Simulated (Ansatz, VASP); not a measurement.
**One calculation of Co, two programs**

The input INCAR:

```
SYSTEM = Co
PREC = Accurate ; ENCUT = 520
EDIFF = 1E-6 ; ISMEAR = -1
SIGMA = 0.05 ; LREAL = .FALSE.
LASPH = .TRUE. ; NELM = 150
ALGO = Normal ; ISIF = 2
LWAVE = .FALSE. ; LCHARG = .FALSE.
ISPIN = 2 ; MAGMOM = 2 2
LORBIT = 11 ; LMAXMIX = 4
GGA = PS ; NBANDS = 20
```

KPOINTS

```
regular mesh
0
G
  19 19 10
  0 0 0
```

POSCAR

```
Co
1.0
    2.4675782595      0.0000000000      0.0000000000
   -1.2337891298      2.1369854586      0.0000000000
    0.0000000000      0.0000000000      4.0074867708
Co
2
Direct
    0.3333333333      0.6666666667      0.2500000000
    0.6666666667      0.3333333333      0.7500000000
```

Input for Ansatz:

```yaml
crystal:
  lattice:
    - [2.4675782595, 0.0, 0.0]
    - [-1.2337891298, 2.1369854586, 0.0]
    - [0.0, 0.0, 4.0074867708]
  atoms:
    - { symbol: Co, position: [0.3333333333, 0.6666666667, 0.25], spin: 2.0 }
    - { symbol: Co, position: [0.6666666667, 0.3333333333, 0.75], spin: 2.0 }
magnetization:
  spin_polarized: true
kpoints:
  mp_grid: { grid: [19, 19, 10] }
  band_path:
    path:
      - [0.0, 0.0, 0.0]
      - [0.5, 0.0, 0.0]
      - [0.3333333333, 0.3333333333, 0.0]
      - [0.0, 0.0, 0.0]
      - [0.0, 0.0, 0.5]
      - [0.5, 0.0, 0.5]
      - [0.3333333333, 0.3333333333, 0.5]
      - [0.0, 0.0, 0.5]
      - [0.5, 0.0, 0.5]
    npoints: 5
scf:
  occupations: { method: fermi_dirac, width: 0.05 }
hamiltonian:
  xc: pbesol
  pseudopotentials: { kind: all_electron, lapw: { basis_error: 0.0005 } }
output:
  forces: true
  stress: true
  eigenvalues: true
```

Change from the starting cell: volume scaled by 0.94.

Alike in both runs: task single point; functional PBEsol; k mesh 19 × 19 × 10; occupations fermi-dirac, width 0.05 eV; collinear spin.

|  | VASP | Ansatz |
| --- | --- | --- |
| version | VASP 6.6.1 | Ansatz 0.2.0 |
| potentials or method | VASP PAW PBE potentials, release 64 (Co), cutoff 520 eV | all-electron LAPW, scalar-relativistic |

VASP gave:

- pressure (GPa): -5.3
- traceless stress, the component that is largest in VASP (GPa): -1.16
- net moment per atom (μB): 1.58
- size of the moment on the site where the two differ most (μB): 1.59

Which values does Ansatz return?

Pressure (GPa): -4.5; traceless stress, the component that is largest in VASP (GPa): -1.14; net moment per atom (μB): 1.59; size of the moment on the site where the two differ most (μB): 1.63.

VASP's potentials were made for PBE, not for PBEsol. Site moments also hang on the region over which each program counts them. Ansatz ran all-electron here, and VASP with PAW potentials.
